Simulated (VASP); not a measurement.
# SiC (P6_3mc) in VASP: further runs, part 2 of 2

VASP 6.6.1. The steps go on from the part before.

## (3) Single point, PBEsol

This run uses another cell than the first one, of 8.22 Å³/atom, 0.704 times its volume.

INCAR

```
PREC = Accurate
ENCUT = 520
EDIFF = 1E-6
ISMEAR = 0
SIGMA = 0.05
LREAL = F
LASPH = T
NELM = 60
ALGO = Normal
ISIF = 2
LWAVE = F
LCHARG = F
GGA = PS
NBANDS = 26
```

KPOINTS

```
Automatic mesh
0
Gamma
  12 12 4
```

POSCAR

```
SiC
1.0
    2.8626000000      0.0000000000      0.0000000000
   -1.4313000000      2.4790843209      0.0000000000
    0.0000000000      0.0000000000      9.2697000000
Si C
4 4
Direct
    0.6666666667      0.3333333333      0.9378278494
    0.3333333333      0.6666666667      0.4378278494
    0.0000000000      0.0000000000      0.6878973398
    0.0000000000      0.0000000000      0.1878973398
    0.6666666667      0.3333333333      0.7498191768
    0.3333333333      0.6666666667      0.2498191768
    0.0000000000      0.0000000000      0.5004546340
    0.0000000000      0.0000000000      0.0004546340
```

Potentials or basis: VASP PAW PBE potentials, release 64 (Si, C).

Run with:

```sh
> cat potpaw_PBE.64/Si/POTCAR potpaw_PBE.64/C/POTCAR > POTCAR
> mpirun -np 1 vasp_std > vasp.out
```

OUTCAR:

```text
PREC = Accurate
   ENCUT = 520
   EDIFF = 1E-6
   ISMEAR = 0
   LREAL = F
   LASPH = T
   NELM = 60
   ISIF = 2
   GGA = PS

 ion  position               nearest neighbor table
   1  0.667  0.333  0.938-   5 1.74   8 1.75   8 1.75   8 1.75   3 2.85   3 2.85   3 2.85   4 2.85
                             4 2.85   4 2.85
   2  0.333  0.667  0.438-   6 1.74   7 1.75   7 1.75   7 1.75   4 2.85   4 2.85   4 2.85   3 2.85
                             3 2.85   3 2.85
   3  0.000  0.000  0.688-   7 1.74   5 1.75   5 1.75   5 1.75   1 2.85   1 2.85   1 2.85   2 2.85
                             2 2.85   2 2.85
   4  0.000  0.000  0.188-   8 1.74   6 1.75   6 1.75   6 1.75   2 2.85   2 2.85   2 2.85   1 2.85
                             1 2.85   1 2.85
[... 916 lines left out ...]
  in kB      757.2252343    757.2252343    852.9378834      0.0000000      0.0000000      0.0000000
  external PRESSURE =     789.1294507 kB  Pullay stress =       0.0000000 kB

 VOLUME and BASIS-vectors are now :
 -----------------------------------------------------------------------------
  energy-cutoff  :      520.00
  volume of cell :       65.78
      direct lattice vectors                 reciprocal lattice vectors
     2.862600000  0.000000000  0.000000000     0.349332774  0.201687371  0.000000000
    -1.431300000  2.479084321  0.000000000     0.000000000  0.403374743  0.000000000
     0.000000000  0.000000000  9.269700000     0.000000000  0.000000000  0.107878356

 POSITION                                       TOTAL-FORCE (eV/Angst)
 -----------------------------------------------------------------------------------
      1.43130      0.82636      8.69338        -0.000000     -0.000000      0.204608
     -0.00000      1.65272      4.05853        -0.000000     -0.000000      0.204608
      0.00000      0.00000      6.37660        -0.000000     -0.000000      0.397467
      0.00000      0.00000      1.74175        -0.000000      0.000000      0.397467
      1.43130      0.82636      6.95060         0.000000      0.000000     -0.288365
     -0.00000      1.65272      2.31575         0.000000     -0.000000     -0.288365
      0.00000      0.00000      4.63906        -0.000000     -0.000000     -0.313710
      0.00000      0.00000      0.00421        -0.000000      0.000000     -0.313710
 -----------------------------------------------------------------------------------
    total drift:                               -0.000000     -0.000000     -0.000186

  FREE ENERGIE OF THE ION-ELECTRON SYSTEM (eV)
  ---------------------------------------------------
  free  energy   TOTEN  =       -60.1644481979 eV

  energy  without entropy=      -60.1644481979  energy(sigma->0) =      -60.16444820
```

Run time: 77 s. Hardware: 1 thread of Intel Xeon Platinum 8488C (Sapphire Rapids), shared host; peak memory 0.22 GiB.

Results:

```
Free energy            : -60.1644 eV
Pressure               : 78.9 GPa
Largest force          : 0.397 eV/Å
Band gap on the k mesh : 2.14 eV, indirect (least direct gap 3.29 eV)
```

Forces in eV/Å, atoms in the order of the input:
```
Si   0.000  0.000  0.205
Si   0.000  0.000  0.205
Si   0.000  0.000  0.397
Si   0.000  0.000  0.397
C    0.000  0.000 -0.288
C    0.000  0.000 -0.288
C    0.000  0.000 -0.314
C    0.000  0.000 -0.314
```

Stress tensor (GPa, compression positive):
```
75.72  0.00  0.00
 0.00 75.72  0.00
 0.00  0.00 85.29
```

Caveat: the PAW data sets were made with another functional, which shifts forces and pressure a little.

## (4) Single point, PBEsol

This run uses another cell than the first one, of 8.46 Å³/atom, 0.724 times its volume.

INCAR

```
SYSTEM = SiC
PREC = Accurate
ENCUT = 520
EDIFF = 1E-7
ISMEAR = 0
SIGMA = 0.05
LREAL = .False.
LASPH = .True.
NELM = 100
ALGO = Normal
ISIF = 2
LWAVE = .False.
LCHARG = .False.
GGA = PS
NBANDS = 26
```

KPOINTS

```
regular mesh
0
Gamma
  12 12 4
  0 0 0
```

POSCAR: that of step 3 with these lines changed.

```diff
@@ -4,3 +4,3 @@
    -1.4313000000      2.4790843209      0.0000000000
-    0.0000000000      0.0000000000      9.2697000000
+    0.0000000000      0.0000000000      9.5384000000
 Si C
```

Run with:

```sh
> cat potpaw_PBE.64/Si/POTCAR potpaw_PBE.64/C/POTCAR > POTCAR
> mpirun -np 1 vasp_std > vasp.out
```

It took 83 s on 1 thread of Intel Xeon Platinum 8488C (Sapphire Rapids), shared host; peak memory 0.22 GiB.

It converged, with:

| Property | Result |
| --- | --- |
| Free energy | -60.9900 eV |
| Pressure | 65.8 GPa |
| Largest force | 0.486 eV/Å |
| Band gap on the k mesh | 2.01 eV, indirect (least direct gap 3.23 eV) |

Forces in eV/Å, atoms in the order of the input:
```
Si   0.000  0.000 -0.486
Si   0.000  0.000 -0.486
Si   0.000  0.000 -0.400
Si   0.000  0.000 -0.400
C    0.000  0.000  0.466
C    0.000  0.000  0.466
C    0.000  0.000  0.420
C    0.000  0.000  0.420
```

Stress tensor (GPa, compression positive):
```
71.47  0.00  0.00
 0.00 71.47  0.00
 0.00  0.00 54.33
```

Levels at points of the mesh, in eV from the valence-band top:
| k point | band 12 | band 13 | band 14 | band 15 | band 16 | band 17 | band 18 | band 19 | band 20 | band 21 |
| --- | --- | --- | --- | --- | --- | --- | --- | --- | --- | --- |
| (0.00, 0.00, 0.00) | -0.55 | -0.55 | -0.21 | 0.00 | 0.00 | 7.11 | 7.60 | 7.90 | 8.06 | 8.06 |
| (0.50, 0.00, 0.00) | -2.64 | -2.60 | -2.57 | -1.84 | -1.22 | 2.01 | 2.43 | 4.73 | 5.60 | 6.00 |
| (0.00, 0.00, 0.50) | -1.02 | -0.20 | -0.20 | -0.20 | -0.20 | 7.30 | 7.30 | 8.30 | 8.30 | 8.30 |
| (0.50, 0.00, 0.50) | -3.34 | -2.90 | -2.90 | -1.71 | -1.71 | 2.63 | 2.63 | 4.52 | 4.52 | 7.28 |

Caveat: the PAW data sets were made with another functional, which shifts forces and pressure a little.

## (5) Summary

| cell | gap on the mesh (eV) | pressure (GPa) | largest force (eV/Å) |
| --- | --- | --- | --- |
| a = 3.150, b = 3.150, c = 10.882 Å, angles 90.0, 90.0, 120.0°, 8 atoms | 1.82 | -20.5 | 0.10 |
| a = 2.863, b = 2.863, c = 9.270 Å, angles 90.0, 90.0, 120.0°, 8 atoms | 2.14 | 78.9 | 0.40 |
| a = 2.863, b = 2.863, c = 9.538 Å, angles 90.0, 90.0, 120.0°, 8 atoms | 2.01 | 65.8 | 0.49 |

Alike in all rows: task single point; level PBEsol; potentials or basis VASP PAW PBE potentials, release 64 (Si, C); no spin polarisation; k mesh 12 × 12 × 4; cutoff (eV) 520; smearing gaussian 0.05 eV.

Caveats: the PAW data sets were made with another functional, which shifts forces and pressure a little.

Total energies depend on the potentials used, so only differences within one code and one set of settings carry meaning.
